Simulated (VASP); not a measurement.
# SnO2 (P4_2/mnm) in VASP: further runs

SnO2 is run at these levels: PBEsol; tasks: single point.

Program: VASP 6.6.1. These are calculated values, not measurements. Logs are shortened: lines on timing, memory, paths and dates and some standing lists are left out, and cuts for length are marked.

**1. The cell of the first run**

It takes space group P4_2/mnm (No. 136, tetragonal). The conventional cell has a = 4.840 Å, b = 4.840 Å, c = 3.183 Å, α = 90.00°, β = 90.00°, γ = 90.00°. Sn (site symmetry mmm) has 6 O at 2.07 to 2.10 Å within 2.7 Å. O (site symmetry m2m) has 3 Sn at 2.07 to 2.10 Å and 1 O at 2.65 Å within 2.7 Å.

**2. Single point, PBEsol (biaxial strain in the a-b plane: +1.5 %)**

Contents of INCAR:

```
ALGO     = Normal         # electronic algorithm
EDIFF    = 1E-6           # SCF threshold, eV
ENCUT    = 520            # plane-wave cutoff, eV
GGA      = PS             # functional
ISIF     = 2              # what is computed and relaxed
ISMEAR   = 0              # smearing method
LASPH    = T              # aspherical terms in the spheres
LCHARG   = T              # write CHGCAR
LELF     = T              # ELF
LREAL    = F              # projectors in reciprocal space
LVHAR    = T            
LWAVE    = F              # write WAVECAR
NBANDS   = 35             # bands
NELM     = 80             # most SCF steps
PREC     = Accurate       # precision mode
SIGMA    = 0.02           # smearing width, eV
```

Contents of KPOINTS:

```
k-points
0
Gamma
  6 6 8
```

Contents of POSCAR:

```
SnO2
1.0
    4.8399667118      0.0000000000      0.0000000000
    0.0000000000      4.8399667118      0.0000000000
    0.0000000000      0.0000000000      3.1834842809
Sn O
2 4
Direct
    0.5000000000      0.5000000000      0.5000000000
    0.0000000000      0.0000000000      0.0000000000
    0.1937455547      0.8062544453      0.5000000000
    0.8062544453      0.1937455547      0.5000000000
    0.3062544453      0.3062544453      0.0000000000
    0.6937455547      0.6937455547      0.0000000000
```

Potentials or basis: VASP PAW PBE potentials, release 64 (Sn_d, O).

On the command line:

```sh
$ cat potpaw_PBE.64/Sn_d/POTCAR potpaw_PBE.64/O/POTCAR > POTCAR
$ mpirun -np 1 vasp_std > vasp.out
```

OUTCAR:

```text
EDIFF = 1E-6
   ENCUT = 520
   GGA = PS
   ISIF = 2
   ISMEAR = 0
   LASPH = T
   LREAL = F
   NELM = 80
   PREC = Accurate

 ion  position               nearest neighbor table
   1  0.500  0.500  0.500-   5 2.07   6 2.07   5 2.07   6 2.07   3 2.10   4 2.10
   2  0.000  0.000  0.000-   3 2.07   4 2.07   3 2.07   4 2.07   5 2.10   6 2.10
   3  0.194  0.806  0.500-   2 2.07   2 2.07   1 2.10
   4  0.806  0.194  0.500-   2 2.07   2 2.07   1 2.10
   5  0.306  0.306  0.000-   1 2.07   1 2.07   2 2.10
   6  0.694  0.694  0.000-   1 2.07   1 2.07   2 2.10

  LATTYP: Found a simple tetragonal cell.
 ALAT       =     4.8399667118
 C/A-ratio  =     0.6577492100

  Lattice vectors:

 A1 = (   4.8399667118,   0.0000000000,   0.0000000000)
 A2 = (   0.0000000000,   4.8399667118,   0.0000000000)
 A3 = (   0.0000000000,   0.0000000000,   3.1834842809)

Analysis of symmetry for initial positions (statically):
=====================================================================
 Subroutine PRICEL returns:
 Original cell was already a primitive cell.

 Routine SETGRP: Setting up the symmetry group for a
 simple tetragonal supercell.

 Subroutine GETGRP returns: Found 16 space group operations
 (whereof  8 operations were pure point group operations)
 out of a pool of 16 trial point group operations.

The static configuration has the point symmetry D_2h.
 The point group associated with its full space group is D_4h.

Analysis of symmetry for dynamics (positions and initial velocities):
=====================================================================
 Subroutine PRICEL returns:
 Original cell was already a primitive cell.

 Routine SETGRP: Setting up the symmetry group for a
 simple tetragonal supercell.

 Subroutine GETGRP returns: Found 16 space group operations
 (whereof  8 operations were pure point group operations)
 out of a pool of 16 trial point group operations.

The dynamic configuration has the point symmetry D_2h.
 The point group associated with its full space group is D_4h.

 Subroutine INISYM returns: Found 16 space group operations
 (whereof  8 operations are pure point group operations),
 and found     1 'primitive' translations

----------------------------------------------------------------------------------------

                                     Primitive cell

  volume of cell :      74.5740

  direct lattice vectors                    reciprocal lattice vectors
     4.839966712  0.000000000  0.000000000     0.206612991  0.000000000  0.000000000
     0.000000000  4.839966712  0.000000000     0.000000000  0.206612991  0.000000000
     0.000000000  0.000000000  3.183484281     0.000000000  0.000000000  0.314121231

  length of vectors
     4.839966712  4.839966712  3.183484281     0.206612991  0.206612991  0.314121231

  position of ions in fractional coordinates (direct lattice)
     0.500000000  0.500000000  0.500000000
     0.000000000  0.000000000  0.000000000
     0.193745555  0.806254445  0.500000000
     0.806254445  0.193745555  0.500000000
     0.306254445  0.306254445  0.000000000
     0.693745555  0.693745555  0.000000000

  ion indices of the primitive-cell ions
   primitive index   ion index
                 1           1
                 2           2
                 3           3
                 4           4
                 5           5
                 6           6

----------------------------------------------------------------------------------------

 KPOINTS: k-points

Automatic generation of k-mesh.
 Grid dimensions read from file:
 generate k-points for:    6    6    8

 Generating k-lattice:

  Cartesian coordinates                     Fractional coordinates (reciprocal lattice)
     0.034435499  0.000000000  0.000000000     0.166666667  0.000000000  0.000000000
     0.000000000  0.034435499  0.000000000     0.000000000  0.166666667  0.000000000
     0.000000000  0.000000000  0.039265154     0.000000000  0.000000000  0.125000000

  Length of vectors
     0.034435499  0.034435499  0.039265154

  Shift w.r.t. Gamma in fractional coordinates (k-lattice)
     0.000000000  0.000000000  0.000000000

 Subroutine IBZKPT returns following result:
 ===========================================

 Found     50 irreducible k-points:

 Following reciprocal coordinates:
            Coordinates               Weight
  0.000000  0.000000  0.000000      1.000000
  0.166667  0.000000  0.000000      4.000000
  0.333333  0.000000  0.000000      4.000000
  0.500000  0.000000  0.000000      2.000000
  0.166667  0.166667  0.000000      4.000000
  0.333333  0.166667  0.000000      8.000000
[... 16 lines left out ...]
  0.333333  0.000000  0.250000      8.000000
  0.500000  0.000000  0.250000      4.000000
 [... further k-points ...]
   k-points           NKPTS =     50   k-points in BZ     NKDIM =     50   number of bands    NBANDS=     35
   number of dos      NEDOS =    301   number of ions     NIONS =      6
   total plane-waves  NPLWV =  31104
   dimension x,y,z NGX =    36 NGY =   36 NGZ =   24
   dimension x,y,z NGXF=    72 NGYF=   72 NGZF=   48
   ions per type =               2   4
   NGX,Y,Z   is equivalent  to a cutoff of  12.37, 12.37, 12.53 a.u.
   NGXF,Y,Z  is equivalent  to a cutoff of  24.73, 24.73, 25.07 a.u.
 SYSTEM =  unknown system
   PREC   = accura    normal or accurate (medium, high low for compatibility)
   ISTART =      0    job   : 0-new  1-cont  2-samecut
   ICHARG =      2    charge: 1-file 2-atom 10-const
   ISPIN  =      1    spin polarized calculation?
   LNONCOLLINEAR =      F non collinear calculations
   LSORBIT =      F    spin-orbit coupling
   LASPH  =      T    aspherical Exc in radial PAW
   ENCUT  =  520.0 eV  38.22 Ry    6.18 a.u.   9.00  9.00  5.92*2*pi/ulx,y,z
   NELM   =     80;   NELMIN=  2; NELMDL= -5     # of ELM steps
   EDIFF  = 0.1E-05   stopping-criterion for ELM
   LREAL  =      F    real-space projection
   EDIFFG = 0.1E-04   stopping-criterion for IOM
   NSW    =      0    number of steps for IOM
   IBRION =     -1    ionic relax: 0-MD 1-quasi-New 2-CG
   NFREE  =      0    steps in history (QN), initial steepest desc. (CG)
   ISIF   =      2    stress and relaxation
   ISYM   =      2    0-nonsym 1-usesym 2-fastsym
   POTIM  = 0.5000    time-step for ionic-motion
   TEBEG  =    0.0;   TEEND  =   0.0 temperature during run
   PSTRESS=    0.0 pullay stress
   NELECT =      52.0000    total number of electrons
   NUPDOWN=      -1.0000    fix difference up-down
   EMIN   =  10.00;   EMAX   =-10.00  energy-range for DOS
   EFERMI =   0.00;   METHOD = LEGACY
   ISMEAR =     0;   SIGMA  =   0.02  broadening in eV -4-tet -1-fermi 0-gaus
   EFERMI_NEDOS =   21; number of points for ismear=-14 and -15
   IALGO  =     38    algorithm
   IMIX   =      4    mixing-type and parameters
     AMIX     =   0.40;   BMIX     =  1.00
     AMIX_MAG =   1.60;   BMIX_MAG =  1.00
  volume/ion in A,a.u.               =      12.43        83.88
  Fermi-wavevector in a.u.,A,eV,Ry     =   1.451711  2.743336 28.673794  2.107464
  Thomas-Fermi vector in A             =   2.569177
   LORBIT       =      0    0 simple, 1 ext, 2 COOP (PROOUT), +10 PAW based schemes
   GGA     = PS    functional components
   LHFCALC =     F    Hartree Fock is set to
   AEXX    =    0.0000 exact exchange contribution
   IVDW    =     0    specifies the selected vdW correction
   LEPSILON=     F    determine dielectric tensor
   LRPA    =     F    only Hartree local field effects (RPA)
 non-spin polarized calculation
 Gauss-broadening in eV      SIGMA  =   0.02
  energy-cutoff  :      520.00
  volume of cell :       74.57
 maximum number of plane-waves:      2036
 NGX is ok and might be reduce to    36
   NGX = 17   NGY = 17   NGZ = 11

 number of electron      52.0000006 magnetization

 Free energy of the ion-electron system (eV)
  ---------------------------------------------------
  ext. energy  EPLUGINS =         0.00000000
  ---------------------------------------------------
  free energy    TOTEN  =       -39.64746281 eV

  energy without entropy =      -39.64746281  energy(sigma->0) =      -39.64746281

 E-fermi :   5.6471     XC(G=0): -11.3054

 val. band max:        5.5329363693   @ k =   0.0000   0.0000   0.0000
 cond. band min:       6.3036906153   @ k =   0.0000   0.0000   0.0000
 fundamental gap:      0.7707542460
 Fermi energy:         5.6471264073

 k-point     1 :       0.0000    0.0000    0.0000
  band No.  band energies     occupation
      1     -15.4582      2.00000
      2     -14.7899      2.00000
      3     -14.5228      2.00000
      4     -14.4950      2.00000
      5     -14.4950      2.00000
      6     -14.4030      2.00000
[... 27 lines left out ...]
     34      16.9031      0.00000
     35      17.6006      0.00000

 k-point     2 :       0.1667    0.0000    0.0000
  band No.  band energies     occupation
      1     -15.4203      2.00000
      2     -14.8326      2.00000
      3     -14.5215      2.00000
      4     -14.4935      2.00000
      5     -14.4934      2.00000
      6     -14.4354      2.00000
[... 27 lines left out ...]
     34      16.9506      0.00000
     35      17.6330      0.00000

 k-point     3 :       0.3333    0.0000    0.0000
  band No.  band energies     occupation
      1     -15.3110      2.00000
      2     -14.9651      2.00000
      3     -14.5173      2.00000
      4     -14.4904      2.00000
      5     -14.4903      2.00000
      6     -14.4832      2.00000
[... 27 lines left out ...]
     34      17.2307      0.00000
     35      17.5935      0.00000
[... 723 lines left out ...]
 k-point    23 :       0.3333    0.0000    0.2500
  band No.  band energies     occupation
      1     -15.1943      2.00000
      2     -15.0749      2.00000
      3     -14.7862      2.00000
      4     -14.5857      2.00000
      5     -14.4170      2.00000
      6     -14.4068      2.00000
[... 27 lines left out ...]
     34      17.2369      0.00000
     35      17.5532      0.00000

 k-point    24 :       0.5000    0.0000    0.2500
  band No.  band energies     occupation
      1     -15.1534      2.00000
      2     -15.1534      2.00000
      3     -14.6729      2.00000
      4     -14.6729      2.00000
      5     -14.4118      2.00000
      6     -14.4118      2.00000
[... 27 lines left out ...]
     34      17.3988      0.00000
     35      17.7072      0.00000

 [... further k-points ...]

------------------------ aborting loop because EDIFF is reached ----------------------------------------

  FORCE on cell =-STRESS in cart. coord.  units (eV):
  Direction    XX          YY          ZZ          XY          YZ          ZX
  --------------------------------------------------------------------------------------
  -------------------------------------------------------------------------------------
  Total       -1.7667870     -1.7667870      0.1405593     -0.0000000      0.0000000      0.0000000
  in kB      -37.9583491    -37.9583491      3.0198324     -0.0000000      0.0000000      0.0000000
  external PRESSURE =     -24.2989553 kB  Pullay stress =       0.0000000 kB

 VOLUME and BASIS-vectors are now :
 -----------------------------------------------------------------------------
  energy-cutoff  :      520.00
  volume of cell :       74.57
      direct lattice vectors                 reciprocal lattice vectors
     4.839966712  0.000000000  0.000000000     0.206612991  0.000000000  0.000000000
     0.000000000  4.839966712  0.000000000     0.000000000  0.206612991  0.000000000
     0.000000000  0.000000000  3.183484281     0.000000000  0.000000000  0.314121231

 POSITION                                       TOTAL-FORCE (eV/Angst)
 -----------------------------------------------------------------------------------
      2.41998      2.41998      1.59174         0.000000      0.000000     -0.000000
      0.00000      0.00000      0.00000         0.000000      0.000000     -0.000000
      0.93772      3.90224      1.59174        -0.003176      0.003176     -0.000000
      3.90224      0.93772      1.59174         0.003176     -0.003176     -0.000000
      1.48226      1.48226      0.00000         0.003176      0.003176      0.000000
      3.35771      3.35771      0.00000        -0.003176     -0.003176     -0.000000
 -----------------------------------------------------------------------------------
    total drift:                                0.000000      0.000000      0.000000

  FREE ENERGIE OF THE ION-ELECTRON SYSTEM (eV)
  ---------------------------------------------------
  free  energy   TOTEN  =       -39.6474628133 eV

  energy  without entropy=      -39.6474628133  energy(sigma->0) =      -39.64746281
```

Wall time 64 s (1 thread of AMD EPYC 9R45 (Zen 5), shared host); peak memory 0.21 GiB.

Results:

```yaml
Free_energy: -39.6475 eV
Pressure: -2.4 GPa
Largest_force: 0.004 eV/Å
Band_gap_on_the_k_mesh: 0.77 eV
```

Forces on the atoms (eV/Å):
```
Sn   0.000  0.000  0.000
Sn   0.000  0.000  0.000
O   -0.003  0.003  0.000
O    0.003 -0.003  0.000
O    0.003  0.003  0.000
O   -0.003 -0.003  0.000
```

Caveat: the cell differs from its parent crystal (biaxial strain in the a-b plane: +1.5 %); semilocal functionals underestimate gaps, and a narrow one can read as zero; the PAW data sets were made with another functional, which shifts forces and pressure a little; spin-orbit coupling is left out, which moves the levels of the heavy elements.

**3. Single point, PBEsol (biaxial strain in the a-b plane: +3.0 %, then relaxed in part)**

Contents of INCAR:

```
PREC = Accurate ; ENCUT = 520
EDIFF = 1E-7 ; ISMEAR = 0
SIGMA = 0.02 ; LREAL = F
LASPH = T ; NELM = 60
ALGO = Normal ; ISIF = 2
LWAVE = F ; LCHARG = F
GGA = PS ; NBANDS = 35
```

Contents of KPOINTS:

```
Automatic mesh
0
Gamma
  6 6 8
```

Contents of POSCAR:

```
SnO2
1.0
    4.9114933134      0.0000000000      0.0000000000
    0.0000000000      4.9114933134      0.0000000000
    0.0000000000      0.0000000000      3.1519808482
Sn O
2 4
Direct
    0.5000000000      0.5000000000      0.5000000000
    0.0000000000      0.0000000000      0.0000000000
    0.1930842408      0.8069157592      0.5000000000
    0.8069157592      0.1930842408      0.5000000000
    0.3069157592      0.3069157592      0.0000000000
    0.6930842408      0.6930842408      0.0000000000
```

Potentials or basis: VASP PAW PBE potentials, release 64 (Sn_d, O).

On the command line:

```sh
$ cat potpaw_PBE.64/Sn_d/POTCAR potpaw_PBE.64/O/POTCAR > POTCAR
$ mpirun -np 1 vasp_std > vasp.out
```

Run time: 86 s. Hardware: 1 thread of AMD EPYC 9R45 (Zen 5), shared host; peak memory 0.22 GiB.

Results (log left out):

* Free energy: -39.5708 eV
* Pressure: -4.5 GPa
* Largest force: 0.029 eV/Å
* Band gap on the k mesh: 0.69 eV

Forces in eV/Å, atoms in the order of the input:
```
Sn   0.000  0.000  0.000
Sn   0.000  0.000  0.000
O    0.021 -0.021  0.000
O   -0.021  0.021  0.000
O   -0.021 -0.021  0.000
O    0.021  0.021  0.000
```

Stress tensor (GPa, compression positive):
```
-7.18  0.00  0.00
 0.00 -7.18  0.00
 0.00  0.00  0.84
```

Levels at points of the mesh, in eV from the valence-band top:
| k point | band 24 | band 25 | band 26 | band 27 | band 28 | band 29 |
| --- | --- | --- | --- | --- | --- | --- |
| (0.00, 0.00, 0.00) | -0.80 | -0.80 | 0.00 | 0.69 | 5.88 | 6.15 |
| (0.50, 0.00, 0.00) | -1.13 | -0.66 | -0.66 | 3.78 | 3.78 | 6.93 |
| (0.50, 0.50, 0.00) | -1.22 | -0.94 | -0.94 | 4.26 | 4.26 | 7.18 |
| (0.00, 0.00, 0.50) | -1.51 | -1.20 | -1.20 | 5.49 | 5.49 | 9.01 |
| (0.50, 0.00, 0.50) | -1.05 | -0.84 | -0.84 | 5.71 | 5.71 | 7.16 |
| (0.50, 0.50, 0.50) | -0.96 | -0.83 | -0.83 | 4.18 | 4.18 | 8.35 |

Caveat: the cell differs from its parent crystal (biaxial strain in the a-b plane: +3.0 %, then relaxed in part); the stress differs along the axes, from -7 to 1 GPa; semilocal functionals underestimate gaps, and a narrow one can read as zero; the PAW data sets were made with another functional, which shifts forces and pressure a little; spin-orbit coupling is left out, which moves the levels of the heavy elements.
